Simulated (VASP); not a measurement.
**W: single point with LDA**

The system is W.

```
W
1.0
     0.00000    1.98711    1.98711
     1.98711    0.00000    1.98711
     1.98711    1.98711    0.00000
W
1
Direct
  0.00000 0.00000 0.00000
```

- Program: VASP 6.6.1
- Task: single point
- Functional: LDA
- Potentials or basis: VASP PAW LDA potentials, release 64 (W_sv)
- Cutoff: 520 eV
- k mesh: 14 × 14 × 14
- Occupations: fermi-dirac, width 0.1 eV
- Spin: non-collinear spin, zero start, spin-orbit coupling
- Starting moments: [[0.0, 0.0, 0.0]] μB

```
Pressure                                              : 2.9 GPa
Net moment                                            : 0.00 μB per cell
Valence electrons inside the program's atomic spheres : W 12.18
```

Moments on the atoms (μB; x, y, z):
```
W   0.00 0.00 0.00
```

Run time: 83 s on 1 thread of Intel(R) Xeon(R) 6975P-C (Granite Rapids), on a shared host, peak memory 0.21 GiB.
